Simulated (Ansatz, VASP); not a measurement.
One calculation of LiH3, two programs

```xyz
4
Lattice="2.7348 0.0000 0.0000 0.0000 2.7348 0.0000 0.0000 0.0000 6.1927" Properties=species:S:1:pos:R:3 pbc="T T T"
Li    0.0000    0.0000    3.0964
H     1.3674    1.3674    0.3753
H     1.3674    1.3674    5.8174
H     1.3674    1.3674    3.0964
```

Alike in both runs: functional PBE; k mesh 10 × 10 × 6; occupations gaussian, width 0.02 eV; no spin polarisation.

Ansatz relaxed the structure, and its values are those at the end. VASP's run is a single point on that final structure, the one shown.

|  | VASP | Ansatz |
| --- | --- | --- |
| version | VASP 6.6.1 | Ansatz 0.2.0 |
| potentials or method | VASP PAW PBE potentials, release 64 (Li_sv, H), cutoff 520 eV | scalar-relativistic, plane waves, PAW |
| valence electrons in the cell | 6 | 6 |

|  | VASP | Ansatz | Ansatz less VASP |
| --- | --- | --- | --- |
| gap on the k mesh at the Fermi level (eV) | 0.76 | 0.76 | -0.002 |
| least direct gap on the mesh (eV) | 4.72 | 4.72 | 0.000 |
| rms of the force components (eV/Å) | 0.005 | 0.000 | -0.0046 |

Noted on VASP's run: the cutoff is under 1.25 times that of the potentials, so the pressure is a little rough.
